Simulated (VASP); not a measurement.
A run of VASP 6.6.1 is set up as follows.

Contents of POSCAR:

```
Sb
1.0
    3.0727303464      0.0000000000      0.0000000000
    0.0000000000      3.0727303464      0.0000000000
    0.0000000000      0.0000000000      3.0727303464
Sb
1
Direct
    0.0000000000      0.0000000000      0.0000000000
```

INCAR.step1

```
  PREC = Accurate
  ENCUT = 520
  ISMEAR = 0
  SIGMA = 0.05
  LREAL = False
  LASPH = True
  NELM = 80
  NBANDS = 8
  GGA = PE
  ALGO = Normal
  EDIFF = 1E-4
  LWAVE = True
  LCHARG = False
```

Contents of INCAR.step2:

```
  PREC = Accurate
  ENCUT = 520
  EDIFF = 1E-7
  ISMEAR = 0
  SIGMA = 0.05
  LREAL = False
  LASPH = True
  NELM = 80
  ALGO = Normal
  ISIF = 2
  LWAVE = False
  LCHARG = False
  METAGGA = R2SCAN
  LMIXTAU = True
  NBANDS = 8
  ISTART = 1
```

The input KPOINTS:

```
Automatic mesh
0
Gamma
  7 7 7
```

Potentials or basis: VASP PAW PBE potentials, release 64 (Sb).

Launch:

```sh
$ cat potpaw_PBE.64/Sb/POTCAR > POTCAR
$ cp INCAR.step1 INCAR
$ mpirun -np 1 vasp_std > vasp.out
$ cp INCAR.step2 INCAR
$ mpirun -np 1 vasp_std > vasp.out
```

Q: Predict the pressure.

A: 1.0 GPa.

Caveat: the PAW data sets were made with another functional, which shifts forces and pressure a little.
